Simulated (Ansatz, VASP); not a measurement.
# Two plane-wave programs on KF

File INCAR:

```
ALGO = Normal
EDIFF = 1E-7
ENCUT = 520
GGA = CA
ISIF = 2
ISMEAR = 0
LASPH = True
LCHARG = False
LREAL = False
LWAVE = False
NBANDS = 15
NELM = 100
PREC = Accurate
SIGMA = 0.05
```

The input KPOINTS:

```
k-points
0
Gamma
  8 8 8
```

POSCAR

```
KF
1.0
    0.0000000000      2.5817196783      2.8721631421
    2.7172599614      0.0000000000      2.8721631421
    2.7172599614      2.5817196783      0.0000000000
K F
1 1
Direct
    0.0000000000      0.0000000000      0.0000000000
    0.5000000000      0.5000000000      0.5000000000
```

Input for Ansatz:

```yaml
crystal:
  lattice:
    - [0.0, 2.5817196783, 2.8721631421]
    - [2.7172599614, 0.0, 2.8721631421]
    - [2.7172599614, 2.5817196783, 0.0]
  atoms:
    - { symbol: K, position: [0.0, 0.0, 0.0] }
    - { symbol: F, position: [0.5, 0.5, 0.5] }
basis:
  ecutwfc: 520.0
kpoints:
  mp_grid: { grid: [8, 8, 8] }
hamiltonian:
  xc: lda
scf:
  occupations: { method: gaussian, width: 0.05 }
output:
  forces: true
  stress: true
  eigenvalues: true
```

Change from the starting cell: normal strain along x +0.0525, normal strain along z +0.1125.

Alike in both runs: task single point; functional LDA; k mesh 8 × 8 × 8; occupations gaussian, width 0.05 eV; no spin polarisation.

|  | VASP | Ansatz |
| --- | --- | --- |
| version | VASP 6.6.1 | Ansatz 0.2.0 |
| potentials or method | VASP PAW LDA potentials, release 64 (K_sv, F), cutoff 520 eV | scalar-relativistic, plane waves, PAW |
| valence electrons in the cell | 16 | 16 |

VASP gave:

* gap on the k mesh at the Fermi level (eV): 5.42
* least direct gap on the mesh (eV): 5.42
* pressure (GPa): -4.0
* traceless stress, the component that is largest in VASP (GPa): 1.87

Which values does Ansatz return?

gap on the k mesh at the Fermi level (eV): 5.43; least direct gap on the mesh (eV): 5.43; pressure (GPa): -4.1; traceless stress, the component that is largest in VASP (GPa): 1.74.

LDA's correlation is that of Perdew and Zunger in VASP and of Perdew and Wang (1992) in Ansatz.
